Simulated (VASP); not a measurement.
Set up this calculation in VASP 6.6.1, as the native input.

```
Task                   : single point
Functional             : PBE
Potentials or basis    : VASP PAW PBE potentials, release 64 (Al, N)
Cutoff                 : 520 eV
k mesh                 : 16 × 16 × 16
Occupations            : fermi-dirac, width 0.08 eV
Spin                   : no spin polarisation
Dipole correction      : no
Further INCAR settings : ALGO = Normal; EDIFF = 1e-07; NBANDS = 11
```

The structure of AlN (zincblende type) lies in POSCAR:

```
AlN
1.0
    0.0000000000      2.1355745034      2.1355745034
    2.1355745034      0.0000000000      2.1355745034
    2.1355745034      2.1355745034      0.0000000000
Al N
1 1
Direct
    0.0000000000      0.0000000000      0.0000000000
    0.2500000000      0.2500000000      0.2500000000
```

One way to write it, as run:

INCAR

```
ALGO = Normal ; EDIFF = 1E-7
ENCUT = 520 ; GGA = PE
ISIF = 2 ; ISMEAR = -1
LASPH = True ; LCHARG = False
LREAL = False ; LWAVE = False
NBANDS = 11 ; NELM = 80
PREC = Accurate ; SIGMA = 0.08
```

KPOINTS

```
k-points
0
Gamma
  16 16 16
```

Potentials or basis: VASP PAW PBE potentials, release 64 (Al, N).

Command:

```sh
$ cat potpaw_PBE.64/Al/POTCAR potpaw_PBE.64/N/POTCAR > POTCAR
$ mpirun -np 1 vasp_std > vasp.out
```

Results of the run:

| Item | Value |
| --- | --- |
| Pressure | 20.8 GPa |
| Band gap on the k mesh | 3.35 eV, indirect (least direct gap 4.81 eV) |

Run time: 9.8 s on 1 thread of Intel(R) Xeon(R) 6975P-C (Granite Rapids), on a shared host, peak memory 0.15 GiB.
